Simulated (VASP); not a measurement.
# Au (P6_3/mmc) in VASP: a series of runs

The runs below take Au through single point, relaxation of cell and atoms, with PBEsol.

Program: VASP 6.6.1. These are calculated values, not measurements. Logs are shortened: lines on timing, memory, paths and dates and some standing lists are left out, and cuts for length are marked.

### 1 The cell of the first run

Symmetry: P6_3/mmc, No. 194, hexagonal system. Conventional cell: a = 2.869 Å, b = 2.869 Å, c = 4.777 Å, α = 90.00°, β = 90.00°, γ = 120.00°. Au (site symmetry -6m2) has 12 Au at 2.87 to 2.91 Å within 3.8 Å.

### 2 Single point, PBEsol

INCAR

```
  PREC = Accurate
  ENCUT = 520
  EDIFF = 1E-7
  ISMEAR = -1
  SIGMA = 0.05
  LREAL = F
  LASPH = T
  NELM = 60
  ALGO = Normal
  ISIF = 2
  LWAVE = F
  LCHARG = F
  GGA = PS
  NBANDS = 18
```

KPOINTS

```
regular mesh
0
Gamma
  11 11 6
```

POSCAR

```
Au
1.0
    2.8689156261      0.0000000000      0.0000000000
   -1.4344578130      2.4845538135      0.0000000000
    0.0000000000      0.0000000000      4.7766667326
Au
2
Direct
    0.6666666667      0.3333333333      0.2500000000
    0.3333333333      0.6666666667      0.7500000000
```

Potentials or basis: VASP PAW PBE potentials, release 64 (Au).

Run with:

```
cat potpaw_PBE.64/Au/POTCAR > POTCAR
mpirun -np 1 vasp_std > vasp.out
```

OUTCAR:

```text
PREC = Accurate
   ENCUT = 520
   EDIFF = 1E-7
   ISMEAR = -1
   LREAL = F
   LASPH = T
   NELM = 60
   ISIF = 2
   GGA = PS

 ion  position               nearest neighbor table
   1  0.667  0.333  0.250-   2 2.91   2 2.91   2 2.91   2 2.91   2 2.91   2 2.91
   2  0.333  0.667  0.750-   1 2.91   1 2.91   1 2.91   1 2.91   1 2.91   1 2.91

  LATTYP: Found a hexagonal cell.
 ALAT       =     2.8689156261
 C/A-ratio  =     1.6649728870

  Lattice vectors:

 A1 = (   2.8689156261,   0.0000000000,   0.0000000000)
 A2 = (  -1.4344578130,   2.4845538135,   0.0000000000)
 A3 = (   0.0000000000,   0.0000000000,   4.7766667326)

Analysis of symmetry for initial positions (statically):
=====================================================================
 Subroutine PRICEL returns:
 Original cell was already a primitive cell.

 Routine SETGRP: Setting up the symmetry group for a
 hexagonal supercell.

 Subroutine GETGRP returns: Found 24 space group operations
 (whereof 12 operations were pure point group operations)
 out of a pool of 24 trial point group operations.

The static configuration has the point symmetry D_3d.
 The point group associated with its full space group is D_6h.

Analysis of symmetry for dynamics (positions and initial velocities):
=====================================================================
 Subroutine PRICEL returns:
 Original cell was already a primitive cell.

 Routine SETGRP: Setting up the symmetry group for a
 hexagonal supercell.

 Subroutine GETGRP returns: Found 24 space group operations
 (whereof 12 operations were pure point group operations)
 out of a pool of 24 trial point group operations.

The dynamic configuration has the point symmetry D_3d.
 The point group associated with its full space group is D_6h.

 Subroutine INISYM returns: Found 24 space group operations
 (whereof 12 operations are pure point group operations),
 and found     1 'primitive' translations

----------------------------------------------------------------------------------------

                                     Primitive cell

  volume of cell :      34.0480

  direct lattice vectors                    reciprocal lattice vectors
     2.868915626  0.000000000  0.000000000     0.348563754  0.201243377  0.000000000
    -1.434457813  2.484553813  0.000000000     0.000000000  0.402486754  0.000000000
     0.000000000  0.000000000  4.776666733     0.000000000  0.000000000  0.209351009

[... 81 lines left out ...]
   ENCUT  =  520.0 eV  38.22 Ry    6.18 a.u.   5.33  5.33  8.88*2*pi/ulx,y,z
   NELM   =     60;   NELMIN=  2; NELMDL= -5     # of ELM steps
   EDIFF  = 0.1E-06   stopping-criterion for ELM
   LREAL  =      F    real-space projection
   EDIFFG = 0.1E-05   stopping-criterion for IOM
   NSW    =      0    number of steps for IOM
   IBRION =     -1    ionic relax: 0-MD 1-quasi-New 2-CG
   NFREE  =      0    steps in history (QN), initial steepest desc. (CG)
   ISIF   =      2    stress and relaxation
   ISYM   =      2    0-nonsym 1-usesym 2-fastsym
   POTIM  = 0.5000    time-step for ionic-motion
   TEBEG  =    0.0;   TEEND  =   0.0 temperature during run
   PSTRESS=    0.0 pullay stress
   NELECT =      22.0000    total number of electrons
   NUPDOWN=      -1.0000    fix difference up-down
   EMIN   =  10.00;   EMAX   =-10.00  energy-range for DOS
   EFERMI =   0.00;   METHOD = LEGACY
   ISMEAR =    -1;   SIGMA  =   0.05  broadening in eV -4-tet -1-fermi 0-gaus
   EFERMI_NEDOS =   21; number of points for ismear=-14 and -15
   IALGO  =     38    algorithm
   IMIX   =      4    mixing-type and parameters
     AMIX     =   0.40;   BMIX     =  1.00
     AMIX_MAG =   1.60;   BMIX_MAG =  1.00
  volume/ion in A,a.u.               =      17.02       114.88
  Fermi-wavevector in a.u.,A,eV,Ry     =   1.415311  2.674551 27.253918  2.003106
  Thomas-Fermi vector in A             =   2.536763
   LORBIT       =      0    0 simple, 1 ext, 2 COOP (PROOUT), +10 PAW based schemes
   GGA     = PS    functional components
   LHFCALC =     F    Hartree Fock is set to
   AEXX    =    0.0000 exact exchange contribution
   IVDW    =     0    specifies the selected vdW correction
   LEPSILON=     F    determine dielectric tensor
   LRPA    =     F    only Hartree local field effects (RPA)
 non-spin polarized calculation
  energy-cutoff  :      520.00
  volume of cell :       34.05
 maximum number of plane-waves:       930
 NGX is ok and might be reduce to    24
   NGX = 11   NGY = 11   NGZ = 17

 number of electron      22.0000005 magnetization

 Free energy of the ion-electron system (eV)
  ---------------------------------------------------
  ext. energy  EPLUGINS =         0.00000000
  ---------------------------------------------------
  free energy    TOTEN  =        -7.84025739 eV

  energy without entropy =       -7.83220209  energy(sigma->0) =       -7.83622974

 E-fermi :   9.2648     XC(G=0): -12.8909

 val. band max:        9.1387047086   @ k =   0.3636   0.0909   0.5000
 cond. band min:       9.2706953717   @ k =   0.2727   0.1818   0.5000
 fundamental gap:      0.1319906632
 Fermi energy:         9.2648323732

 k-point     1 :       0.0000    0.0000    0.0000
  band No.  band energies     occupation
      1      -0.6376      2.00000
      2       1.8888      2.00000
      3       4.4752      2.00000
      4       4.7199      2.00000
      5       4.7199      2.00000
      6       5.0463      2.00000
[... 481 lines left out ...]
      5       4.5264      2.00000
      6       4.9673      2.00000
[... 10 lines left out ...]
     17      25.3538      0.00000
     18      26.8941      0.00000

 [... further k-points ...]

------------------------ aborting loop because EDIFF is reached ----------------------------------------

  FORCE on cell =-STRESS in cart. coord.  units (eV):
  Direction    XX          YY          ZZ          XY          YZ          ZX
  --------------------------------------------------------------------------------------
  -------------------------------------------------------------------------------------
  Total       -0.0583063     -0.0583063     -0.0598053     -0.0000000     -0.0000000      0.0000000
  in kB       -2.7436872     -2.7436872     -2.8142252     -0.0000000     -0.0000000      0.0000000
  external PRESSURE =      -2.7671999 kB  Pullay stress =       0.0000000 kB

 VOLUME and BASIS-vectors are now :
 -----------------------------------------------------------------------------
  energy-cutoff  :      520.00
  volume of cell :       34.05
      direct lattice vectors                 reciprocal lattice vectors
     2.868915626  0.000000000  0.000000000     0.348563754  0.201243377  0.000000000
    -1.434457813  2.484553813  0.000000000     0.000000000  0.402486754  0.000000000
     0.000000000  0.000000000  4.776666733     0.000000000  0.000000000  0.209351009

 POSITION                                       TOTAL-FORCE (eV/Angst)
 -----------------------------------------------------------------------------------
      1.43446      0.82818      1.19417         0.000000     -0.000000      0.000000
     -0.00000      1.65637      3.58250        -0.000000      0.000000      0.000000
 -----------------------------------------------------------------------------------
    total drift:                               -0.000000      0.000000     -0.000000

  FREE ENERGIE OF THE ION-ELECTRON SYSTEM (eV)
  ---------------------------------------------------
  free  energy   TOTEN  =        -7.8402573940 eV

  energy  without entropy=       -7.8322020858  energy(sigma->0) =       -7.83622974
```

OSZICAR:

```text
N       E                     dE             d eps       ncg     rms          rms(c)
DAV:   1     0.122895950464E+03    0.12290E+03   -0.11777E+04  2304   0.119E+03
DAV:   2    -0.634794573185E+01   -0.12924E+03   -0.12326E+03  2424   0.262E+02
DAV:   3    -0.851373644783E+01   -0.21658E+01   -0.21525E+01  2706   0.342E+01
DAV:   4    -0.852300601520E+01   -0.92696E-02   -0.92683E-02  2612   0.236E+00
DAV:   5    -0.852308614449E+01   -0.80129E-04   -0.80127E-04  2556   0.232E-01    0.136E+01
DAV:   6    -0.789138787206E+01    0.63170E+00   -0.11603E+00  2386   0.991E+00    0.840E+00
DAV:   7    -0.784617331684E+01    0.45215E-01   -0.12440E-01  2510   0.320E+00    0.350E+00
DAV:   8    -0.784029744026E+01    0.58759E-02   -0.11638E-02  2394   0.925E-01    0.464E-01
DAV:   9    -0.784024913079E+01    0.48309E-04   -0.71292E-05  2606   0.756E-02    0.255E-02
DAV:  10    -0.784025720931E+01   -0.80785E-05   -0.24892E-06  2554   0.145E-02    0.426E-03
DAV:  11    -0.784025738222E+01   -0.17291E-06   -0.23405E-07  2542   0.382E-03    0.112E-03
DAV:  12    -0.784025739399E+01   -0.11769E-07   -0.26763E-09  1234   0.446E-04
   1 F= -.78402574E+01 E0= -.78362297E+01  d E =-.805531E-02
```

Run time: 20 s. Hardware: 1 thread of AMD EPYC 9R45 (Zen 5), shared host; peak memory 0.14 GiB.

Results:

```
Free energy            : -7.8403 eV
Pressure               : -0.3 GPa
Band gap on the k mesh : zero (band 11 reaches 12.99 eV, above the bottom of band 12 at 6.65 eV)
```

Levels at points of the mesh, in eV from the Fermi level:
```tsv
k point	band 9	band 10	band 11	band 12	band 13	band 14
(0.00, 0.00, 0.00)	-3.58	-2.15	-2.15	-1.14	2.80	14.53
(0.00, 0.00, 0.50)	-2.62	-2.62	-2.62	-2.62	10.82	10.82
```

Caveat: the PAW data sets were made with another functional, which shifts forces and pressure a little; spin-orbit coupling is left out, which moves the levels of the heavy elements.

### 3 Relaxation of cell and atoms, PBEsol

This run uses another cell than the first one, of 17.77 Å³/atom, 1.044 times its volume.

INCAR

```
PREC = Accurate ; ENCUT = 600
EDIFF = 1E-6 ; ISMEAR = -1
SIGMA = 0.05 ; LREAL = False
LASPH = True ; NELM = 80
ALGO = Normal ; ISIF = 3
LWAVE = False ; LCHARG = False
GGA = PS ; IBRION = 2
NSW = 60 ; EDIFFG = -0.01
```

KPOINTS

```
Automatic mesh
0
Gamma
  11 11 6
```

POSCAR

```
Au
1.0
    2.9000000000      0.0000000000      0.0000000000
   -1.4500000000      2.5114736710      0.0000000000
    0.0000000000      0.0000000000      4.8800000000
Au
2
Direct
    0.6666666667      0.3333333333      0.2500000000
    0.3333333333      0.6666666667      0.7500000000
```

Potentials or basis: VASP PAW PBE potentials, release 64 (Au).

Run with:

```
cat potpaw_PBE.64/Au/POTCAR > POTCAR
mpirun -np 1 vasp_std > vasp.out
```

It took 66 s on 1 thread of AMD EPYC 9R45 (Zen 5), shared host; peak memory 0.16 GiB.

Results (log left out):

| Quantity | Value |
| --- | --- |
| Free energy | -7.8402 eV |
| Relaxed volume | 17.00 Å³/atom |
| Relaxed cell | a = 2.868 Å, b = 2.868 Å, c = 4.774 Å, α = 90.00°, β = 90.00°, γ = 120.00° |
| Space group after relaxing (to 0.05 Å) | P6_3/mmc (No. 194) |
| Energy gained by relaxing | 16.7 meV/atom |
| Ionic steps | 6 |
| Pressure after relaxing | 0.1 GPa |
| Band gap on the k mesh | zero (band 11 reaches 13.02 eV, above the bottom of band 12 at 6.67 eV) |

The path:
```
step  energy change (eV)  largest force (eV/Å)  pressure (GPa)  volume (Å³)
   1              0.0000                0.0000           -6.59        35.54
   2              0.0484                0.0000           13.29        31.91
   3             -0.0327                0.0000           -0.09        34.05
   4             -0.0327                0.0000            0.03        34.02
   5             -0.0333                0.0000            0.05        34.01
   6             -0.0335                0.0000            0.07        34.00
```

Final structure:
```
Au
1.0
     2.86784    0.00000    0.00000
    -1.43392    2.48363    0.00000
     0.00000    0.00000    4.77362
Au
2
Cartesian
  1.4339 0.8279 1.1934
  0.0000 1.6558 3.5802
```

Levels at points of the mesh, in eV from the Fermi level:
```csv
k point,band 9,band 10,band 11,band 12,band 13,band 14
"(0.00, 0.00, 0.00)",-3.58,-2.16,-2.16,-1.15,2.81,14.53
"(0.00, 0.00, 0.50)",-2.62,-2.62,-2.62,-2.62,10.83,10.83
```

Caveat: the PAW data sets were made with another functional, which shifts forces and pressure a little; spin-orbit coupling is left out, which moves the levels of the heavy elements.

### 4 Relaxation of cell and atoms, PBEsol, target pressure 2 GPa, at which the enthalpy is minimised

This run uses another cell than the first one, of 17.77 Å³/atom, 1.044 times its volume.

INCAR

```
SYSTEM = Au
PREC     = Accurate       ! precision mode
ENCUT    = 600            ! plane-wave cutoff, eV
EDIFF    = 1E-7           ! SCF threshold, eV
ISMEAR   = -1             ! smearing method
SIGMA    = 0.05           ! smearing width, eV
LREAL    = .FALSE.        ! projectors in reciprocal space
LASPH    = .TRUE.         ! aspherical terms in the spheres
NELM     = 100            ! most SCF steps
ALGO     = Normal         ! electronic algorithm
ISIF     = 3              ! what is computed and relaxed
LWAVE    = .FALSE.        ! write WAVECAR
LCHARG   = .FALSE.        ! write CHGCAR
GGA      = PS             ! functional
IBRION   = 2              ! ionic algorithm
NSW      = 60             ! ionic steps
EDIFFG   = -0.01          ! ionic threshold
PSTRESS  = 20.0
```

KPOINTS

```
regular mesh
0
G
  11 11 6
  0 0 0
```

POSCAR is that of step 3.

Run with:

```
cat potpaw_PBE.64/Au/POTCAR > POTCAR
mpirun -np 1 vasp_std > vasp.out
```

It took 1.8 min on 1 thread of AMD EPYC 9R45 (Zen 5), shared host; peak memory 0.16 GiB.

Results (log left out):

```yaml
Free_energy: -7.8379 eV
Relaxed_volume: 16.82 Å³/atom
Relaxed_cell: a = 2.858 Å, b = 2.858 Å, c = 4.754 Å, α = 90.00°, β = 90.00°, γ = 120.00°
Space_group_after_relaxing_to_0.05_Å: P6_3/mmc (No. 194)
Energy_change_on_relaxing_the_enthalpy_is_what_falls: -15.6 meV/atom
Ionic_steps: 9
Pressure_after_relaxing: 2.0 GPa
Band_gap_on_the_k_mesh: zero (band 11 reaches 13.23 eV, above the bottom of band 12 at 6.83 eV)
```

Step by step:
```tsv
step	energy change (eV)	largest force (eV/Å)	pressure (GPa)	volume (Å³)
1	0.0000	0.0000	-6.59	35.54
2	0.1640	0.0000	22.32	30.86
3	-0.0308	0.0000	1.80	33.69
4	-0.0304	0.0000	1.99	33.65
5	-0.0299	0.0000	2.19	33.61
6	-0.0305	0.0000	2.21	33.60
7	-0.0305	0.0000	2.24	33.59
8	-0.0320	0.0000	1.57	33.71
9	-0.0311	0.0000	2.01	33.63
```

Final structure:
```xyz
2
Lattice="2.8581 0.0000 0.0000 -1.4290 2.4752 0.0000 0.0000 0.0000 4.7541" Properties=species:S:1:pos:R:3 pbc="T T T"
Au    1.4290    0.8251    1.1885
Au    0.0000    1.6501    3.5656
```

Levels at points of the mesh, in eV from the Fermi level:
```
           k point  band 7  band 8  band 9  band 10  band 11  band 12  band 13  band 14  band 15
(0.00, 0.00, 0.00)   -4.28   -3.63   -3.63    -2.17    -2.17    -1.19     2.88    14.52    15.88
(0.00, 0.00, 0.50)   -4.66   -4.66   -2.64    -2.64    -2.64    -2.64    10.92    10.92    14.83
```

Caveat: the cell is relaxed towards a set pressure, so the enthalpy falls and the energy may rise; the PAW data sets were made with another functional, which shifts forces and pressure a little; spin-orbit coupling is left out, which moves the levels of the heavy elements.

### 5 Overview

```tsv
task	cell	cutoff (eV)	gap on the mesh (eV)	pressure (GPa)
single point	a = 2.869, b = 2.869, c = 4.777 Å, angles 90.0, 90.0, 120.0°, 2 atoms	520	none	-0.3
relaxation of cell and atoms	relaxed from a = 2.900, b = 2.900, c = 4.880 Å, angles 90.0, 90.0, 120.0°, 2 atoms	600	none	0.1
relaxation of cell and atoms	relaxed to 2 GPa from a = 2.900, b = 2.900, c = 4.880 Å, angles 90.0, 90.0, 120.0°, 2 atoms	600	none	2.0
```

Alike in all rows: level PBEsol; potentials or basis VASP PAW PBE potentials, release 64 (Au); no spin polarisation; k mesh 11 × 11 × 6; smearing fermi-dirac 0.05 eV.

Caveats: the PAW data sets were made with another functional, which shifts forces and pressure a little; spin-orbit coupling is left out, which moves the levels of the heavy elements; the cell is relaxed towards a set pressure, so the enthalpy falls and the energy may rise (some runs).

Total energies depend on the potentials used, so only differences within one code and one set of settings carry meaning.
